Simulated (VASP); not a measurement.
# Ru (P6_3/mmc) in VASP: further runs

The runs below take Ru through single point, with PBE.

Everything below comes from runs of VASP 6.6.1. Logs are shortened: lines on timing, memory, paths and dates and some standing lists are left out, and cuts for length are marked.

### 1 The cell of the first run

It takes space group P6_3/mmc (No. 194, hexagonal). The conventional cell has a = 2.651 Å, b = 2.651 Å, c = 4.194 Å, α = 90.00°, β = 90.00°, γ = 120.00°. Ru (site symmetry -6m2) has 12 Ru at 2.60 to 2.65 Å within 3.4 Å.

### 2 Single point, PBE (volume scaled by 0.94, then relaxed in part)

Contents of INCAR:

```
PREC = Accurate
ENCUT = 520
EDIFF = 1E-6
ISMEAR = -1
SIGMA = 0.05
LREAL = F
LASPH = T
NELM = 60
ALGO = Normal
ISIF = 2
LWAVE = F
LCHARG = F
GGA = PE
NBANDS = 21
```

Contents of KPOINTS:

```
Automatic mesh
0
Gamma
  20 20 11
```

Contents of POSCAR:

```
Ru
1.0
    2.6505640930      0.0000000000      0.0000000000
   -1.3252820465      2.2954558389      0.0000000000
    0.0000000000      0.0000000000      4.1944897589
Ru
2
Direct
    0.3333333333      0.6666666667      0.2500000000
    0.6666666667      0.3333333333      0.7500000000
```

Potentials or basis: VASP PAW PBE potentials, release 64 (Ru_pv).

Command:

```sh
$ cat potpaw_PBE.64/Ru_pv/POTCAR > POTCAR
$ mpirun -np 1 vasp_std > vasp.out
```

OUTCAR:

```text
PREC = Accurate
   ENCUT = 520
   EDIFF = 1E-6
   ISMEAR = -1
   LREAL = F
   LASPH = T
   NELM = 60
   ISIF = 2
   GGA = PE

 ion  position               nearest neighbor table
   1  0.333  0.667  0.250-   2 2.60   2 2.60   2 2.60   2 2.60   2 2.60   2 2.60
   2  0.667  0.333  0.750-   1 2.60   1 2.60   1 2.60   1 2.60   1 2.60   1 2.60

  LATTYP: Found a hexagonal cell.
 ALAT       =     2.6505640930
 C/A-ratio  =     1.5824894670

  Lattice vectors:

 A1 = (   2.6505640930,   0.0000000000,   0.0000000000)
 A2 = (  -1.3252820465,   2.2954558389,   0.0000000000)
 A3 = (   0.0000000000,   0.0000000000,   4.1944897589)

Analysis of symmetry for initial positions (statically):
=====================================================================
 Subroutine PRICEL returns:
 Original cell was already a primitive cell.

 Routine SETGRP: Setting up the symmetry group for a
 hexagonal supercell.

 Subroutine GETGRP returns: Found 24 space group operations
 (whereof 12 operations were pure point group operations)
 out of a pool of 24 trial point group operations.

The static configuration has the point symmetry D_3d.
 The point group associated with its full space group is D_6h.

Analysis of symmetry for dynamics (positions and initial velocities):
=====================================================================
 Subroutine PRICEL returns:
 Original cell was already a primitive cell.

 Routine SETGRP: Setting up the symmetry group for a
 hexagonal supercell.

 Subroutine GETGRP returns: Found 24 space group operations
 (whereof 12 operations were pure point group operations)
 out of a pool of 24 trial point group operations.

The dynamic configuration has the point symmetry D_3d.
 The point group associated with its full space group is D_6h.

 Subroutine INISYM returns: Found 24 space group operations
 (whereof 12 operations are pure point group operations),
 and found     1 'primitive' translations

----------------------------------------------------------------------------------------

                                     Primitive cell

  volume of cell :      25.5203

  direct lattice vectors                    reciprocal lattice vectors
     2.650564093  0.000000000  0.000000000     0.377278181  0.217821659  0.000000000
    -1.325282046  2.295455839  0.000000000     0.000000000  0.435643319  0.000000000
     0.000000000  0.000000000  4.194489759     0.000000000  0.000000000  0.238408020

  length of vectors
     2.650564093  2.650564093  4.194489759     0.435643319  0.435643319  0.238408020

  position of ions in fractional coordinates (direct lattice)
     0.333333333  0.666666667  0.250000000
     0.666666667  0.333333333  0.750000000

  ion indices of the primitive-cell ions
   primitive index   ion index
                 1           1
                 2           2

----------------------------------------------------------------------------------------

 KPOINTS: Automatic mesh

Automatic generation of k-mesh.
 Grid dimensions read from file:
 generate k-points for:   20   20   11

 Generating k-lattice:

  Cartesian coordinates                     Fractional coordinates (reciprocal lattice)
     0.018863909  0.010891083  0.000000000     0.050000000  0.000000000  0.000000000
     0.000000000  0.021782166  0.000000000     0.000000000  0.050000000  0.000000000
     0.000000000  0.000000000  0.021673456     0.000000000  0.000000000  0.090909091

  Length of vectors
     0.021782166  0.021782166  0.021673456

  Shift w.r.t. Gamma in fractional coordinates (k-lattice)
     0.000000000  0.000000000  0.000000000

 Subroutine IBZKPT returns following result:
 ===========================================

 Found    264 irreducible k-points:

 Following reciprocal coordinates:
            Coordinates               Weight
  0.000000  0.000000  0.000000      1.000000
  0.050000 -0.000000  0.000000      6.000000
  0.100000 -0.000000  0.000000      6.000000
  0.150000  0.000000  0.000000      6.000000
  0.200000 -0.000000  0.000000      6.000000
  0.250000  0.000000  0.000000      6.000000
[... 16 lines left out ...]
  0.200000  0.100000  0.000000     12.000000
  0.250000  0.100000  0.000000     12.000000
 [... further k-points ...]
   k-points           NKPTS =    264   k-points in BZ     NKDIM =    264   number of bands    NBANDS=     21
   number of dos      NEDOS =    301   number of ions     NIONS =      2
   total plane-waves  NPLWV =  12800
   dimension x,y,z NGX =    20 NGY =   20 NGZ =   32
   dimension x,y,z NGXF=    40 NGYF=   40 NGZF=   64
   ions per type =               2
   NGX,Y,Z   is equivalent  to a cutoff of  12.54, 12.54, 12.68 a.u.
   NGXF,Y,Z  is equivalent  to a cutoff of  25.09, 25.09, 25.37 a.u.
 SYSTEM =  unknown system
   PREC   = accura    normal or accurate (medium, high low for compatibility)
   ISTART =      0    job   : 0-new  1-cont  2-samecut
   ICHARG =      2    charge: 1-file 2-atom 10-const
   ISPIN  =      1    spin polarized calculation?
   LNONCOLLINEAR =      F non collinear calculations
   LSORBIT =      F    spin-orbit coupling
   LASPH  =      T    aspherical Exc in radial PAW
   ENCUT  =  520.0 eV  38.22 Ry    6.18 a.u.   4.93  4.93  7.80*2*pi/ulx,y,z
   NELM   =     60;   NELMIN=  2; NELMDL= -5     # of ELM steps
   EDIFF  = 0.1E-05   stopping-criterion for ELM
   LREAL  =      F    real-space projection
   EDIFFG = 0.1E-04   stopping-criterion for IOM
   NSW    =      0    number of steps for IOM
   IBRION =     -1    ionic relax: 0-MD 1-quasi-New 2-CG
   NFREE  =      0    steps in history (QN), initial steepest desc. (CG)
   ISIF   =      2    stress and relaxation
   ISYM   =      2    0-nonsym 1-usesym 2-fastsym
   POTIM  = 0.5000    time-step for ionic-motion
   TEBEG  =    0.0;   TEEND  =   0.0 temperature during run
   PSTRESS=    0.0 pullay stress
   NELECT =      28.0000    total number of electrons
   NUPDOWN=      -1.0000    fix difference up-down
   EMIN   =  10.00;   EMAX   =-10.00  energy-range for DOS
   EFERMI =   0.00;   METHOD = LEGACY
   ISMEAR =    -1;   SIGMA  =   0.05  broadening in eV -4-tet -1-fermi 0-gaus
   EFERMI_NEDOS =   21; number of points for ismear=-14 and -15
   IALGO  =     38    algorithm
   IMIX   =      4    mixing-type and parameters
     AMIX     =   0.40;   BMIX     =  1.00
     AMIX_MAG =   1.60;   BMIX_MAG =  1.00
  volume/ion in A,a.u.               =      12.76        86.11
  Fermi-wavevector in a.u.,A,eV,Ry     =   1.688491  3.190785 38.790228  2.851001
  Thomas-Fermi vector in A             =   2.770788
   LORBIT       =      0    0 simple, 1 ext, 2 COOP (PROOUT), +10 PAW based schemes
   GGA     = PE    functional components
   LHFCALC =     F    Hartree Fock is set to
   AEXX    =    0.0000 exact exchange contribution
   IVDW    =     0    specifies the selected vdW correction
   LEPSILON=     F    determine dielectric tensor
   LRPA    =     F    only Hartree local field effects (RPA)
 non-spin polarized calculation
  energy-cutoff  :      520.00
  volume of cell :       25.52
 maximum number of plane-waves:       703
 NGX is ok and might be reduce to    20
   NGX =  9   NGY =  9   NGZ = 15

 number of electron      27.9999992 magnetization

 Free energy of the ion-electron system (eV)
  ---------------------------------------------------
  ext. energy  EPLUGINS =         0.00000000
  ---------------------------------------------------
  free energy    TOTEN  =       -18.30757597 eV

  energy without entropy =      -18.29505401  energy(sigma->0) =      -18.30131499

 E-fermi :  14.0362     XC(G=0): -14.5091

 val. band max:       14.0347666219   @ k =   0.3000   0.1000   0.1818
 cond. band min:      14.0445498274   @ k =   0.1000  -0.0000   0.3636
 fundamental gap:      0.0097832055
 Fermi energy:        14.0361670799

 k-point     1 :       0.0000    0.0000    0.0000
  band No.  band energies     occupation
      1     -29.8973      2.00000
      2     -28.7609      2.00000
      3     -28.7609      2.00000
      4     -28.5553      2.00000
      5     -28.5553      2.00000
      6     -28.4979      2.00000
[... 13 lines left out ...]
     20      24.3513      0.00000
     21      25.1172      0.00000

 k-point     2 :       0.0500   -0.0000    0.0000
  band No.  band energies     occupation
      1     -29.8868      2.00000
      2     -28.7836      2.00000
      3     -28.7686      2.00000
      4     -28.5790      2.00000
      5     -28.5582      2.00000
      6     -28.5027      2.00000
[... 13 lines left out ...]
     20      24.3513      0.00000
     21      25.1030      0.00000

 k-point     3 :       0.1000   -0.0000    0.0000
  band No.  band energies     occupation
      1     -29.8559      2.00000
      2     -28.8495      2.00000
      3     -28.7905      2.00000
      4     -28.6471      2.00000
      5     -28.5672      2.00000
      6     -28.5171      2.00000
[... 13 lines left out ...]
     20      24.3513      0.00000
     21      25.0547      0.00000

 k-point     4 :       0.1500    0.0000    0.0000
  band No.  band energies     occupation
      1     -29.8061      2.00000
      2     -28.9520      2.00000
      3     -28.8238      2.00000
      4     -28.7516      2.00000
      5     -28.5818      2.00000
      6     -28.5412      2.00000
[... 13 lines left out ...]
     20      24.3512      0.00000
     21      24.9642      0.00000

 k-point     5 :       0.2000   -0.0000    0.0000
  band No.  band energies     occupation
      1     -29.7398      2.00000
      2     -29.0810      2.00000
      3     -28.8803      2.00000
      4     -28.8646      2.00000
      5     -28.6011      2.00000
      6     -28.5750      2.00000
[... 13 lines left out ...]
     20      24.3512      0.00000
     21      24.8357      0.00000
[... 382 lines left out ...]
     20      24.3513      0.00000
     21      24.9163      0.00000

 k-point    22 :       0.1500    0.1000    0.0000
  band No.  band energies     occupation
      1     -29.7123      2.00000
      2     -29.0948      2.00000
      3     -29.0022      2.00000
      4     -28.8205      2.00000
      5     -28.6355      2.00000
      6     -28.5896      2.00000
[... 13 lines left out ...]
     20      24.3513      0.00000
     21      24.8092      0.00000

 k-point    23 :       0.2000    0.1000    0.0000
  band No.  band energies     occupation
      1     -29.6346      2.00000
      2     -29.2236      2.00000
      3     -29.1063      2.00000
      4     -28.8879      2.00000
      5     -28.6660      2.00000
      6     -28.6329      2.00000
[... 13 lines left out ...]
     20      24.3512      0.00000
     21      24.7085      0.00000

 k-point    24 :       0.2500    0.1000    0.0000
  band No.  band energies     occupation
      1     -29.5483      2.00000
      2     -29.3572      2.00000
      3     -29.2051      2.00000
      4     -28.9538      2.00000
      5     -28.6952      2.00000
      6     -28.6848      2.00000
[... 13 lines left out ...]
     20      24.3511      0.00000
     21      24.6352      0.00000

 [... further k-points ...]

------------------------ aborting loop because EDIFF is reached ----------------------------------------

  FORCE on cell =-STRESS in cart. coord.  units (eV):
  Direction    XX          YY          ZZ          XY          YZ          ZX
  --------------------------------------------------------------------------------------
  -------------------------------------------------------------------------------------
  Total        4.5512434      4.5512434      4.4942794     -0.0000000      0.0000000     -0.0000000
  in kB      285.7289567    285.7289567    282.1527338     -0.0000000      0.0000000     -0.0000000
  external PRESSURE =     284.5368824 kB  Pullay stress =       0.0000000 kB

 VOLUME and BASIS-vectors are now :
 -----------------------------------------------------------------------------
  energy-cutoff  :      520.00
  volume of cell :       25.52
      direct lattice vectors                 reciprocal lattice vectors
     2.650564093  0.000000000  0.000000000     0.377278181  0.217821659  0.000000000
    -1.325282046  2.295455839  0.000000000     0.000000000  0.435643319  0.000000000
     0.000000000  0.000000000  4.194489759     0.000000000  0.000000000  0.238408020

 POSITION                                       TOTAL-FORCE (eV/Angst)
 -----------------------------------------------------------------------------------
     -0.00000      1.53030      1.04862        -0.000000      0.000000      0.000000
      1.32528      0.76515      3.14587         0.000000      0.000000      0.000000
 -----------------------------------------------------------------------------------
    total drift:                               -0.000000      0.000000     -0.000000

  FREE ENERGIE OF THE ION-ELECTRON SYSTEM (eV)
  ---------------------------------------------------
  free  energy   TOTEN  =       -18.3075759670 eV

  energy  without entropy=      -18.2950540115  energy(sigma->0) =      -18.30131499
```

Wall time 52 s (1 thread of Intel Xeon 6975P-C (Granite Rapids), shared host); peak memory 0.22 GiB.

Results:

- Free energy: -18.3076 eV
- Pressure: 28.5 GPa
- Band gap on the k mesh: zero (band 14 reaches 15.80 eV, above the bottom of band 15 at 12.23 eV)

Levels at points of the mesh, in eV from the Fermi level:
| k point | band 11 | band 12 | band 13 | band 14 | band 15 | band 16 | band 17 | band 18 |
| --- | --- | --- | --- | --- | --- | --- | --- | --- |
| (0.00, 0.00, 0.00) | -2.68 | -2.13 | -2.13 | -1.55 | -1.55 | 1.27 | 1.27 | 1.35 |
| (0.50, 0.00, 0.00) | -2.27 | -1.92 | -1.67 | 1.55 | 2.01 | 2.10 | 4.40 | 6.57 |

### 3 Single point, PBE (volume scaled by 0.96, then relaxed in part)

Contents of INCAR:

```
PREC = Accurate
ENCUT = 520
EDIFF = 1E-7
ISMEAR = -1
SIGMA = 0.05
LREAL = F
LASPH = T
NELM = 100
ALGO = Normal
ISIF = 2
LWAVE = F
LCHARG = F
GGA = PE
NBANDS = 21
```

KPOINTS is that of step 2.

Contents of POSCAR:

```
Ru
1.0
    2.6692306523      0.0000000000      0.0000000000
   -1.3346153262      2.3116215535      0.0000000000
    0.0000000000      0.0000000000      4.2240293924
Ru
2
Direct
    0.3333333333      0.6666666667      0.2500000000
    0.6666666667      0.3333333333      0.7500000000
```

Potentials or basis: VASP PAW PBE potentials, release 64 (Ru_pv).

Command:

```sh
$ cat potpaw_PBE.64/Ru_pv/POTCAR > POTCAR
$ mpirun -np 1 vasp_std > vasp.out
```

Run time: 57 s. Hardware: 1 thread of Intel Xeon 6975P-C (Granite Rapids), shared host; peak memory 0.22 GiB.

Results (log left out):

| Item | Value |
| --- | --- |
| Free energy | -18.3890 eV |
| Pressure | 19.5 GPa |
| Band gap on the k mesh | zero (band 14 reaches 15.33 eV, above the bottom of band 15 at 11.88 eV) |

Stress tensor (GPa, compression positive):
```
19.78  0.00  0.00
 0.00 19.78  0.00
 0.00  0.00 18.99
```

Levels at points of the mesh, in eV from the Fermi level:
| k point | band 12 | band 13 | band 14 | band 15 | band 16 | band 17 |
| --- | --- | --- | --- | --- | --- | --- |
| (0.00, 0.00, 0.00) | -2.07 | -2.07 | -1.50 | -1.50 | 1.23 | 1.23 |
| (0.50, 0.00, 0.00) | -1.89 | -1.63 | 1.50 | 1.94 | 2.03 | 4.27 |

### 4 Single point, PBE (z stretched by -3 %, then relaxed in part)

Contents of INCAR:

```
  PREC = Accurate
  ENCUT = 520
  EDIFF = 1E-7
  ISMEAR = -1
  SIGMA = 0.05
  LREAL = False
  LASPH = True
  NELM = 80
  ALGO = Normal
  ISIF = 2
  LWAVE = False
  LCHARG = True
  GGA = PE
  LELF = True
  LVHAR = True
  NBANDS = 21
```

Contents of KPOINTS:

```
regular mesh
0
Gamma
  20 20 11
```

Contents of POSCAR:

```
Ru
1.0
    2.7058000000      0.0000000000      0.0000000000
   -1.3529000000      2.3432915376      0.0000000000
    0.0000000000      0.0000000000      4.1534430000
Ru
2
Direct
    0.3333333333      0.6666666667      0.2500000000
    0.6666666667      0.3333333333      0.7500000000
```

Command:

```sh
$ cat potpaw_PBE.64/Ru_pv/POTCAR > POTCAR
$ mpirun -np 1 vasp_std > vasp.out
```

It took 59 s on 1 thread of Intel Xeon 6975P-C (Granite Rapids), shared host; peak memory 0.22 GiB.

Results (log left out):

* Free energy: -18.3953 eV
* Pressure: 16.2 GPa
* Band gap on the k mesh: zero (band 14 reaches 14.96 eV, above the bottom of band 15 at 11.65 eV)

Stress tensor (GPa, compression positive):
```
11.25  0.00  0.00
 0.00 11.25  0.00
 0.00  0.00 26.14
```

Levels at points of the mesh, in eV from the Fermi level:
| k point | band 12 | band 13 | band 14 | band 15 | band 16 | band 17 |
| --- | --- | --- | --- | --- | --- | --- |
| (0.00, 0.00, 0.00) | -2.00 | -2.00 | -1.73 | -1.73 | 1.20 | 1.20 |
| (0.50, 0.00, 0.00) | -1.98 | -1.44 | 1.27 | 1.78 | 2.12 | 4.12 |

Caveat: the cell differs from its parent crystal (z stretched by -3 %, then relaxed in part).

### 5 Single point, PBE (volume scaled by 0.98, then relaxed in part)

Contents of INCAR:

```
SYSTEM = Ru
  ALGO = Normal
  EDIFF = 1E-6
  ENCUT = 520
  GGA = PE
  ISIF = 2
  ISMEAR = -1
  LASPH = .True.
  LCHARG = .False.
  LREAL = .False.
  LWAVE = .False.
  NBANDS = 21
  NELM = 100
  PREC = Accurate
  SIGMA = 0.05
```

Contents of KPOINTS:

```
k-points
0
Gamma
  20 20 11
  0 0 0
```

Contents of POSCAR:

```
Ru
1.0
    2.6876397213      0.0000000000      0.0000000000
   -1.3438198606      2.3275642749      0.0000000000
    0.0000000000      0.0000000000      4.2531615502
Ru
2
Direct
    0.3333333333      0.6666666667      0.2500000000
    0.6666666667      0.3333333333      0.7500000000
```

Command:

```sh
$ cat potpaw_PBE.64/Ru_pv/POTCAR > POTCAR
$ mpirun -np 1 vasp_std > vasp.out
```

Wall time 53 s (1 thread of Intel Xeon 6975P-C (Granite Rapids), shared host); peak memory 0.22 GiB.

It converged, with:

| Property | Result |
| --- | --- |
| Free energy | -18.4417 eV |
| Pressure | 11.5 GPa |
| Band gap on the k mesh | zero (band 14 reaches 14.88 eV, above the bottom of band 15 at 11.54 eV) |

Stress tensor (GPa, compression positive):
```
11.94  0.00  0.00
 0.00 11.94  0.00
 0.00  0.00 10.74
```

Levels at points of the mesh, in eV from the Fermi level:
| k point | band 11 | band 12 | band 13 | band 14 | band 15 | band 16 | band 17 | band 18 |
| --- | --- | --- | --- | --- | --- | --- | --- | --- |
| (0.00, 0.00, 0.00) | -2.52 | -2.00 | -2.00 | -1.46 | -1.46 | 1.19 | 1.19 | 1.29 |
| (0.50, 0.00, 0.00) | -2.15 | -1.85 | -1.59 | 1.45 | 1.88 | 1.96 | 4.15 | 6.25 |

### 6 Single point, PBE (z stretched by -2 %, then relaxed in part)

Contents of INCAR:

```
SYSTEM = Ru
PREC = Accurate
ENCUT = 520
EDIFF = 1E-6
ISMEAR = -1
SIGMA = 0.05
LREAL = .False.
LASPH = .True.
NELM = 100
ALGO = Normal
ISIF = 2
LWAVE = .False.
LCHARG = .True.
GGA = PE
LELF = .True.
LVHAR = .True.
NBANDS = 21
```

Contents of KPOINTS:

```
regular mesh
0
Gamma
  20 20 11
  0 0 0
```

Contents of POSCAR:

```
Ru
1.0
    2.7058000000      0.0000000000      0.0000000000
   -1.3529000000      2.3432915376      0.0000000000
    0.0000000000      0.0000000000      4.1962620000
Ru
2
Direct
    0.3333333333      0.6666666667      0.2500000000
    0.6666666667      0.3333333333      0.7500000000
```

Potentials or basis: VASP PAW PBE potentials, release 64 (Ru_pv).

Command:

```sh
$ cat potpaw_PBE.64/Ru_pv/POTCAR > POTCAR
$ mpirun -np 1 vasp_std > vasp.out
```

It took 47 s on 1 thread of Intel Xeon 6975P-C (Granite Rapids), shared host; peak memory 0.23 GiB.

The run converged. Its results:

| Item | Value |
| --- | --- |
| Free energy | -18.4329 eV |
| Pressure | 12.0 GPa |
| Band gap on the k mesh | zero (band 14 reaches 14.79 eV, above the bottom of band 15 at 11.48 eV) |

Stress tensor (GPa, compression positive):
```
 8.93  0.00  0.00
 0.00  8.93  0.00
 0.00  0.00 18.05
```

Levels at points of the mesh, in eV from the Fermi level:
```csv
k point,band 11,band 12,band 13,band 14,band 15,band 16,band 17,band 18
"(0.00, 0.00, 0.00)",-2.33,-1.98,-1.98,-1.62,-1.62,1.19,1.19,1.53
"(0.50, 0.00, 0.00)",-2.03,-1.93,-1.48,1.31,1.79,2.04,4.10,6.18
```

Caveat: the cell differs from its parent crystal (z stretched by -2 %, then relaxed in part).

### 7 Summary

```tsv
cell	gap on the mesh (eV)	pressure (GPa)
a = 2.651, b = 2.651, c = 4.194 Å, angles 90.0, 90.0, 120.0°, 2 atoms	none	28.5
a = 2.669, b = 2.669, c = 4.224 Å, angles 90.0, 90.0, 120.0°, 2 atoms	none	19.5
a = 2.706, b = 2.706, c = 4.153 Å, angles 90.0, 90.0, 120.0°, 2 atoms	none	16.2
a = 2.688, b = 2.688, c = 4.253 Å, angles 90.0, 90.0, 120.0°, 2 atoms	none	11.5
a = 2.706, b = 2.706, c = 4.196 Å, angles 90.0, 90.0, 120.0°, 2 atoms	none	12.0
```

Alike in all rows: task single point; level PBE; potentials or basis VASP PAW PBE potentials, release 64 (Ru_pv); no spin polarisation; k mesh 20 × 20 × 11; cutoff (eV) 520; smearing fermi-dirac 0.05 eV.

Absolute energies hang on the potentials; compare differences alone.
